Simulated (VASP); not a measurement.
# TaC (Fm-3m) in VASP: single point with PBE

Aim: the single point of TaC with PBE.

All numbers are computed with VASP 6.6.1; they aren't measurements. Logs are shortened: lines on timing, memory, paths and dates and some standing lists are left out, and cuts for length are marked.

## (1) The cell of the first run

It takes space group Fm-3m (No. 225, cubic). The conventional cell has a = 4.475 Å, b = 4.475 Å, c = 4.475 Å, α = 90.00°, β = 90.00°, γ = 90.00°. Within 3.0 Å of Ta (site symmetry m-3m) lie 6 C at 2.24 Å. Within 3.0 Å of C (site symmetry m-3m) lie 6 Ta at 2.24 Å.

## (2) Single point, PBE

File POSCAR:

```
TaC
1.0
    0.0000000000      2.2376006053      2.2376006053
    2.2376006053      0.0000000000      2.2376006053
    2.2376006053      2.2376006053      0.0000000000
Ta C
1 1
Direct
    0.0000000000      0.0000000000      0.0000000000
    0.5000000000      0.5000000000      0.5000000000
```

File INCAR.step1:

```
PREC = Accurate
ENCUT = 520
EDIFF = 1E-6
ISMEAR = 0
SIGMA = 0.1
LREAL = F
LASPH = T
NELM = 120
ALGO = Normal
ISIF = 2
LWAVE = F
LCHARG = T
LMAXMIX = 4
GGA = PE
NBANDS = 14
GGA_COMPAT = F
NEDOS = 2001
LORBIT = 11
```

File KPOINTS.step1:

```
regular mesh
0
Gamma
  16 16 16
```

File INCAR.step2:

```
PREC = Accurate
ENCUT = 520
EDIFF = 1E-6
ISMEAR = -5
SIGMA = 0.1
LREAL = F
LASPH = T
NELM = 120
ALGO = Normal
ISIF = 2
LWAVE = F
LCHARG = F
LMAXMIX = 4
GGA = PE
LORBIT = 11
NBANDS = 14
NEDOS = 2001
ICHARG = 11
GGA_COMPAT = F
```

File KPOINTS.step2:

```
regular mesh
0
Gamma
  24 24 24
```

Potentials or basis: VASP PAW PBE potentials, release 64 (Ta_pv, C).

Run with:

```
$ cat potpaw_PBE.64/Ta_pv/POTCAR potpaw_PBE.64/C/POTCAR > POTCAR
$ cp INCAR.step1 INCAR
$ cp KPOINTS.step1 KPOINTS
$ mpirun -np 1 vasp_std > vasp.out
$ cp INCAR.step2 INCAR
$ cp KPOINTS.step2 KPOINTS
$ mpirun -np 1 vasp_std > vasp.out
```

OUTCAR:

```text
PREC = Accurate
   ENCUT = 520
   EDIFF = 1E-6
   ISMEAR = -5
   LREAL = F
   LASPH = T
   NELM = 120
   ISIF = 2
   GGA = PE
   LORBIT = 11
   ICHARG = 11

 ion  position               nearest neighbor table
   1  0.000  0.000  0.000-   2 2.24   2 2.24   2 2.24   2 2.24   2 2.24   2 2.24
   2  0.500  0.500  0.500-   1 2.24   1 2.24   1 2.24   1 2.24   1 2.24   1 2.24

  LATTYP: Found a face centered cubic cell.
 ALAT       =     4.4752012106

  Lattice vectors:

 A1 = (   0.0000000000,   2.2376006053,   2.2376006053)
 A2 = (   2.2376006053,   0.0000000000,   2.2376006053)
 A3 = (   2.2376006053,   2.2376006053,   0.0000000000)

Analysis of symmetry for initial positions (statically):
=====================================================================
 Subroutine PRICEL returns:
 Original cell was already a primitive cell.

 Routine SETGRP: Setting up the symmetry group for a
 face centered cubic supercell.

 Subroutine GETGRP returns: Found 48 space group operations
 (whereof 48 operations were pure point group operations)
 out of a pool of 48 trial point group operations.

The static configuration has the point symmetry O_h .

Analysis of symmetry for dynamics (positions and initial velocities):
=====================================================================
 Subroutine PRICEL returns:
 Original cell was already a primitive cell.

 Routine SETGRP: Setting up the symmetry group for a
 face centered cubic supercell.

 Subroutine GETGRP returns: Found 48 space group operations
 (whereof 48 operations were pure point group operations)
 out of a pool of 48 trial point group operations.

The dynamic configuration has the point symmetry O_h .

 Subroutine INISYM returns: Found 48 space group operations
 (whereof 48 operations are pure point group operations),
 and found     1 'primitive' translations

----------------------------------------------------------------------------------------

                                     Primitive cell

  volume of cell :      22.4067

  direct lattice vectors                    reciprocal lattice vectors
     0.000000000  2.237600605  2.237600605    -0.223453640  0.223453640  0.223453640
     2.237600605  0.000000000  2.237600605     0.223453640 -0.223453640  0.223453640
     2.237600605  2.237600605  0.000000000     0.223453640  0.223453640 -0.223453640

  length of vectors
     3.164445123  3.164445123  3.164445123     0.387033058  0.387033058  0.387033058

  position of ions in fractional coordinates (direct lattice)
     0.000000000  0.000000000  0.000000000
     0.500000000  0.500000000  0.500000000

  ion indices of the primitive-cell ions
   primitive index   ion index
                 1           1
                 2           2

----------------------------------------------------------------------------------------

 KPOINTS: regular mesh

Automatic generation of k-mesh.
 Grid dimensions read from file:
 generate k-points for:   24   24   24

 Generating k-lattice:

  Cartesian coordinates                     Fractional coordinates (reciprocal lattice)
    -0.009310568  0.009310568  0.009310568     0.041666667  0.000000000  0.000000000
     0.009310568 -0.009310568  0.009310568     0.000000000  0.041666667  0.000000000
     0.009310568  0.009310568 -0.009310568     0.000000000  0.000000000  0.041666667

  Length of vectors
     0.016126377  0.016126377  0.016126377

  Shift w.r.t. Gamma in fractional coordinates (k-lattice)
     0.000000000  0.000000000  0.000000000

 TETIRR: Found   1864 inequivalent tetrahedra from    82944

 Subroutine IBZKPT returns following result:
 ===========================================

 Found    413 irreducible k-points:

 Following reciprocal coordinates:
            Coordinates               Weight
  0.000000  0.000000  0.000000      1.000000
  0.041667  0.000000  0.000000      8.000000
  0.083333  0.000000  0.000000      8.000000
  0.125000  0.000000  0.000000      8.000000
  0.166667  0.000000  0.000000      8.000000
  0.208333  0.000000  0.000000      8.000000
[... 16 lines left out ...]
  0.416667  0.041667  0.000000     24.000000
  0.458333  0.041667  0.000000     24.000000
 [... further k-points ...]
   k-points           NKPTS =    413   k-points in BZ     NKDIM =    413   number of bands    NBANDS=     14
   number of dos      NEDOS =   2001   number of ions     NIONS =      2
   total plane-waves  NPLWV =  13824
   dimension x,y,z NGX =    24 NGY =   24 NGZ =   24
   dimension x,y,z NGXF=    48 NGYF=   48 NGZF=   48
   ions per type =               1   1
   NGX,Y,Z   is equivalent  to a cutoff of  12.61, 12.61, 12.61 a.u.
   NGXF,Y,Z  is equivalent  to a cutoff of  25.22, 25.22, 25.22 a.u.
 SYSTEM =  unknown system
   PREC   = accura    normal or accurate (medium, high low for compatibility)
   ISTART =      0    job   : 0-new  1-cont  2-samecut
   ICHARG =     11    charge: 1-file 2-atom 10-const
   ISPIN  =      1    spin polarized calculation?
   LNONCOLLINEAR =      F non collinear calculations
   LSORBIT =      F    spin-orbit coupling
   LASPH  =      T    aspherical Exc in radial PAW
   ENCUT  =  520.0 eV  38.22 Ry    6.18 a.u.   5.88  5.88  5.88*2*pi/ulx,y,z
   NELM   =    120;   NELMIN=  2; NELMDL=  0     # of ELM steps
   EDIFF  = 0.1E-05   stopping-criterion for ELM
   LREAL  =      F    real-space projection
   EDIFFG = 0.1E-04   stopping-criterion for IOM
   NSW    =      0    number of steps for IOM
   IBRION =     -1    ionic relax: 0-MD 1-quasi-New 2-CG
   NFREE  =      0    steps in history (QN), initial steepest desc. (CG)
   ISIF   =      2    stress and relaxation
   ISYM   =      2    0-nonsym 1-usesym 2-fastsym
   POTIM  = 0.5000    time-step for ionic-motion
   TEBEG  =    0.0;   TEEND  =   0.0 temperature during run
   PSTRESS=    0.0 pullay stress
   NELECT =      15.0000    total number of electrons
   NUPDOWN=      -1.0000    fix difference up-down
   EMIN   =  10.00;   EMAX   =-10.00  energy-range for DOS
   EFERMI =   0.00;   METHOD = LEGACY
   ISMEAR =    -5;   SIGMA  =   0.10  broadening in eV -4-tet -1-fermi 0-gaus
   EFERMI_NEDOS =   21; number of points for ismear=-14 and -15
   IALGO  =     38    algorithm
   IMIX   =      4    mixing-type and parameters
     AMIX     =   0.40;   BMIX     =  1.00
     AMIX_MAG =   1.60;   BMIX_MAG =  1.00
  volume/ion in A,a.u.               =      11.20        75.60
  Fermi-wavevector in a.u.,A,eV,Ry     =   1.432120  2.706314 27.905102  2.050967
  Thomas-Fermi vector in A             =   2.551782
   LORBIT       =     11    0 simple, 1 ext, 2 COOP (PROOUT), +10 PAW based schemes
   GGA     = PE    functional components
   LHFCALC =     F    Hartree Fock is set to
   AEXX    =    0.0000 exact exchange contribution
   IVDW    =     0    specifies the selected vdW correction
   LEPSILON=     F    determine dielectric tensor
   LRPA    =     F    only Hartree local field effects (RPA)
 non-spin polarized calculation
 Fermi weights with tetrahedron method with Bloechl corrections
  energy-cutoff  :      520.00
  volume of cell :       22.41
 maximum number of plane-waves:       620

 number of electron      14.9999999 magnetization

 Free energy of the ion-electron system (eV)
  ---------------------------------------------------
  ext. energy  EPLUGINS =         0.00000000
  ---------------------------------------------------
  free energy    TOTEN  =       -22.20213197 eV

  energy without entropy =      -22.20213197  energy(sigma->0) =      -22.20213197

 E-fermi :   8.2774     XC(G=0): -13.1324

 val. band max:        8.2533891564   @ k =   0.2083   0.0000   0.0000
 cond. band min:       8.2521184835   @ k =  -0.0417   0.0417   0.0000
 fundamental gap:     -0.0012706729
 Fermi energy:         8.2773662230

 k-point     1 :       0.0000    0.0000    0.0000
  band No.  band energies     occupation
      1     -26.8517      2.00000
      2     -26.8517      2.00000
      3     -26.8517      2.00000
      4      -6.4639      2.00000
      5       6.9502      2.00000
      6       6.9502      2.00000
      7       6.9502      2.00000
      8       7.7891      2.00000
      9       7.7891      2.00000
     10       7.7891      2.00000
     11       8.8980      0.00000
     12       8.8980      0.00000
     13      14.6776      0.00000
     14      18.2954      0.00000

 k-point     2 :       0.0417    0.0000    0.0000
  band No.  band energies     occupation
      1     -26.8640      2.00000
      2     -26.8530      2.00000
      3     -26.8530      2.00000
      4      -6.4155      2.00000
      5       6.6383      2.00000
      6       6.8642      2.00000
      7       6.8642      2.00000
      8       7.5270      2.00000
      9       7.5270      2.00000
     10       7.9933      2.35497
     11       9.3424      0.00000
     12       9.3424      0.00000
     13      14.7772      0.00000
     14      18.4193      0.00000

 k-point     3 :       0.0833    0.0000    0.0000
  band No.  band energies     occupation
      1     -26.8998      2.00000
      2     -26.8566      2.00000
      3     -26.8566      2.00000
      4      -6.2720      2.00000
      5       6.0305      2.00000
      6       6.4321      2.00000
      7       6.4321      2.00000
      8       7.4366      2.00000
      9       7.4366      2.00000
     10       8.2985      0.27538
     11      10.1514      0.00000
     12      10.1514      0.00000
     13      15.0572      0.00000
     14      18.7784      0.00000

 k-point     4 :       0.1250    0.0000    0.0000
  band No.  band energies     occupation
      1     -26.9563      2.00000
      2     -26.8623      2.00000
      3     -26.8623      2.00000
      4      -6.0383      2.00000
      5       5.3257      2.00000
      6       5.8295      2.00000
      7       5.8295      2.00000
      8       7.6039      2.00000
      9       7.6039      2.00000
     10       8.5593      0.00000
     11      11.0571      0.00000
     12      11.0571      0.00000
     13      15.4683      0.00000
     14      19.3328      0.00000

 k-point     5 :       0.1667    0.0000    0.0000
  band No.  band energies     occupation
      1     -27.0290      2.00000
      2     -26.8698      2.00000
      3     -26.8698      2.00000
      4      -5.7222      2.00000
      5       4.5801      2.00000
      6       5.2372      2.00000
      7       5.2372      2.00000
      8       7.8874      2.00000
      9       7.8874      2.46341
     10       8.7862      0.00000
     11      12.0084      0.00000
[... 276 lines left out ...]
 k-point    22 :       0.3750    0.0417    0.0000
  band No.  band energies     occupation
      1     -27.4111      2.00000
      2     -26.9201      2.00000
      3     -26.9116      2.00000
      4      -3.4899      2.00000
      5       1.1734      2.00000
      6       3.2151      2.00000
      7       3.3848      2.00000
      8       9.5182      0.00000
      9      10.2421      0.00000
     10      10.5427      0.00000
     11      15.7904      0.00000
     12      15.8814      0.00000
     13      16.8836      0.00000
     14      21.1661      0.00000

 k-point    23 :       0.4167    0.0417    0.0000
  band No.  band energies     occupation
      1     -27.4673      2.00000
      2     -26.9246      2.00000
      3     -26.9199      2.00000
      4      -2.9603      2.00000
      5       0.5556      2.00000
      6       3.0239      2.00000
      7       3.1459      2.00000
      8      10.0078      0.00000
      9      10.6267      0.00000
     10      11.0320      0.00000
     11      15.0688      0.00000
     12      16.6699      0.00000
     13      17.5008      0.00000
     14      21.1737      0.00000

 k-point    24 :       0.4583    0.0417    0.0000
  band No.  band energies     occupation
      1     -27.5054      2.00000
      2     -26.9268      2.00000
      3     -26.9265      2.00000
      4      -2.4804      2.00000
      5       0.0227      2.00000
      6       2.9091      2.00000
      7       2.9809      2.00000
      8      10.4528      0.00000
      9      10.8783      0.00000
     10      11.5060      0.00000
     11      14.3225      0.00000
     12      17.3460      0.00000
     13      17.9348      0.00000
     14      21.0091      0.00000

 [... further k-points ...]

------------------------ aborting loop because EDIFF is reached ----------------------------------------

  FORCE on cell =-STRESS in cart. coord.  units (eV):
  Direction    XX          YY          ZZ          XY          YZ          ZX
  --------------------------------------------------------------------------------------
  -------------------------------------------------------------------------------------
  Total        0.1127817      0.1127817      0.1127817      0.0000000      0.0000000      0.0000000
  in kB        8.0643872      8.0643872      8.0643872      0.0000000      0.0000000      0.0000000
  external PRESSURE =       8.0643872 kB  Pullay stress =       0.0000000 kB

 VOLUME and BASIS-vectors are now :
 -----------------------------------------------------------------------------
  energy-cutoff  :      520.00
  volume of cell :       22.41
      direct lattice vectors                 reciprocal lattice vectors
     0.000000000  2.237600605  2.237600605    -0.223453640  0.223453640  0.223453640
     2.237600605  0.000000000  2.237600605     0.223453640 -0.223453640  0.223453640
     2.237600605  2.237600605  0.000000000     0.223453640  0.223453640 -0.223453640

 POSITION                                       TOTAL-FORCE (eV/Angst)
 -----------------------------------------------------------------------------------
      0.00000      0.00000      0.00000        -0.000000     -0.000000     -0.000000
      2.23760      2.23760      2.23760         0.000000      0.000000      0.000000
 -----------------------------------------------------------------------------------
    total drift:                                0.000000     -0.000000     -0.000000

  FREE ENERGIE OF THE ION-ELECTRON SYSTEM (eV)
  ---------------------------------------------------
  free  energy   TOTEN  =       -22.2021319654 eV

  energy  without entropy=      -22.2021319654  energy(sigma->0) =      -22.20213197

 total charge

# of ion       s       p       d       tot
------------------------------------------
    1        0.298   6.266   2.370   8.934
    2        0.863   1.575   0.000   2.439
--------------------------------------------------
tot          1.162   7.841   2.370  11.372
```

It took 30 s on 1 thread of Intel Xeon 6975P-C (Granite Rapids), shared host; peak memory 0.24 GiB.

Results:

| Quantity | Value |
| --- | --- |
| Valence electrons inside the program's atomic spheres | Ta 8.93; C 2.44 |

Levels at points of the mesh, in eV from the Fermi level:
```
           k point  band 5  band 6  band 7  band 8  band 9  band 10  band 11  band 12
(0.00, 0.00, 0.00)   -1.33   -1.33   -1.33   -0.49   -0.49    -0.49     0.62     0.62
(0.50, 0.00, 0.00)   -8.66   -5.43   -5.43    2.65    2.65     3.61     5.34     9.77
(0.50, 0.50, 0.00)   -4.63   -4.49   -1.78   -1.78    2.54     3.99     3.99     6.71
```

Caveat: spin-orbit coupling is left out, which moves the levels of the heavy elements; tetrahedron occupations give inexact forces and stress in metals.
